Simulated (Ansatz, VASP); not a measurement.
PtS2: VASP beside Ansatz

```
Pt S
1.0
     3.51074    0.00000    0.00000
    -1.75537    3.04039    0.00000
     0.00000    0.00000   11.07861
Pt S
2 4
Cartesian
  0.0000 2.0269 2.7697
  1.7554 1.0135 8.3090
  0.0000 2.0269 6.9294
  1.7554 1.0135 1.3901
  0.0000 2.0269 9.6885
  1.7554 1.0135 4.1492
```

Alike in both runs: functional PBE; k mesh 12 × 12 × 4; occupations gaussian, width 0.1 eV; no spin polarisation.

Ansatz relaxed the structure, and its values are those at the end. VASP's run is a single point on that final structure, the one shown.

```csv
,VASP,Ansatz
version,VASP 6.6.1,Ansatz 0.2.0
potentials or method,"VASP PAW PBE potentials, release 64 (Pt, S), cutoff 520 eV","scalar-relativistic, plane waves, PAW"
valence electrons in the cell,44,60
```

|  | VASP | Ansatz | Ansatz less VASP |
| --- | --- | --- | --- |
| gap on the k mesh at the Fermi level (eV) | none | none | - |
| pressure (GPa) | -0.3 | 0.0 | +0.34 |
| rms of the force components (eV/Å) | 0.018 | 0.002 | -0.0156 |

A gap of «none» marks a metal or a gap that the smearing closes. The functional is the same, so the differences come from potentials, cutoffs and numerics. VASP's potentials hold 44 valence electrons a cell and Ansatz's 60, so a difference there can come from the potentials and not from the codes.

Neither program's run includes spin-orbit coupling.
